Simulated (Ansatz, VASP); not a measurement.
**Te2Mo: VASP beside Ansatz**

```
Te Mo
1.0
     3.63006    0.00000    0.00000
    -1.81503    3.14372    0.00000
     0.00000    0.00000   17.86775
Te Mo
2 1
Direct
  0.33333 0.66667 0.10214
  0.33333 0.66667 0.89786
  0.00000 0.00000 0.00000
```

Change from the starting cell: volume scaled by 1.06.

Alike in both runs: task single point; functional LDA; k mesh 9 × 9 × 2; occupations fermi-dirac, width 0.05 eV; no spin polarisation.

```csv
,VASP,Ansatz
version,VASP 6.6.1,Ansatz 0.2.0
potentials or method,"VASP PAW LDA potentials, release 64 (Te, Mo_sv), cutoff 520 eV","all-electron LAPW, scalar-relativistic"
```

|  | VASP | Ansatz | Ansatz less VASP |
| --- | --- | --- | --- |
| gap on the k mesh at the Fermi level (eV) | 0.96 | 0.96 | 0.000 |
| least direct gap on the mesh (eV) | 0.96 | 0.96 | 0.000 |
| rms of the force components (eV/Å) | 0.519 | 0.538 | +0.0187 |

LDA's correlation is that of Perdew and Zunger in VASP and of Perdew and Wang (1992) in Ansatz. Atom by atom the forces differ by 0.019 eV/Å (rms over components). Ansatz ran all-electron here, and VASP with PAW potentials.

Spin-orbit coupling is off throughout.
